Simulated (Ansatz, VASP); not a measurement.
# Be2CdSe3 in VASP and in Ansatz

```xyz
12
Lattice="0.0000 0.0000 -6.3245 5.8219 -3.3670 0.0000 -5.8219 -3.3670 0.0000" Properties=species:S:1:pos:R:3 pbc="T T T"
Be   -2.0104   -4.4353   -3.2065
Be   -2.0104   -2.2987   -0.0442
Be    2.0104   -2.2987   -0.0442
Be    2.0104   -4.4353   -3.2065
Cd    0.0000   -5.5431   -0.0229
Cd    0.0000   -1.1909   -3.1852
Se    2.2165   -4.3512   -5.4691
Se   -2.2165   -4.3512   -5.4691
Se    0.0000   -1.4342   -5.8368
Se   -2.2165   -2.3828   -2.3069
Se    2.2165   -2.3828   -2.3069
Se    0.0000   -5.2998   -2.6745
```

Alike in both runs: task single point; functional PBE; k mesh 2 × 2 × 2; occupations gaussian, width 0.1 eV; no spin polarisation.

```csv
,VASP,Ansatz
version,VASP 6.6.1,Ansatz 0.2.0
potentials or method,"VASP PAW PBE potentials, release 64 (Be, Cd, Se), cutoff 520 eV","scalar-relativistic, plane waves, PAW"
valence electrons in the cell,68,144
```

Ansatz gave:

| Property | Result |
| --- | --- |
| gap on the k mesh at the Fermi level (eV) | 2.34 |
| least direct gap on the mesh (eV) | 2.34 |
| pressure (GPa) | 0.1 |
| traceless stress, the component that is largest in VASP (GPa) | -0.31 |
| rms of the force components (eV/Å) | 0.028 |

Question: Which values does VASP return?

Answer: gap on the k mesh at the Fermi level (eV): 2.35; least direct gap on the mesh (eV): 2.35; pressure (GPa): 0.3; traceless stress, the component that is largest in VASP (GPa): -0.30; rms of the force components (eV/Å): 0.025.

Atom by atom the forces differ by 0.009 eV/Å (rms over components). VASP's potentials hold 68 valence electrons a cell and Ansatz's 144, so a difference there can come from the potentials and not from the codes.

The k mesh is coarse, so the values compare programs but aren't converged.
